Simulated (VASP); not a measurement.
**TiAl: single point with LDA**

TiAl:

```
Ti Al
1.0
     2.92025    0.00000    0.00000
    -1.46013    2.52901    0.00000
     0.00000    0.00000    4.76673
Ti Al
1 1
Direct
  0.00000 0.00000 0.00000
  0.33333 0.66667 0.50000
```

| Quantity | Value |
| --- | --- |
| Program | VASP 6.6.1 |
| Task | single point |
| Functional | LDA |
| Potentials or basis | VASP PAW LDA potentials, release 64 (Ti_sv, Al) |
| Cutoff | 520 eV |
| k mesh | 21 × 21 × 12 |
| Occupations | gaussian, width 0.15 eV |
| Spin | collinear spin, ferromagnetic start |
| Starting moments | [0.125, 0.0] μB |
| Fixed moment | 0.125 μB |

* Pressure: -10.6 GPa
* Net moment: 0.12 μB per cell
* Site moments: Ti +0.07; Al +0.00 μB
* Valence electrons inside the program's atomic spheres: Ti 10.22; Al 0.80

Stress tensor (GPa, compression positive):
```
 -9.99   0.00   0.00
  0.00  -9.99   0.00
  0.00   0.00 -11.90
```

Wall time 12 min on 1 thread of Oxide Virtual Turin-like Processor, with other jobs on the host, peak memory 0.36 GiB.

Caveat: the total moment is fixed, so each spin has its own Fermi level.
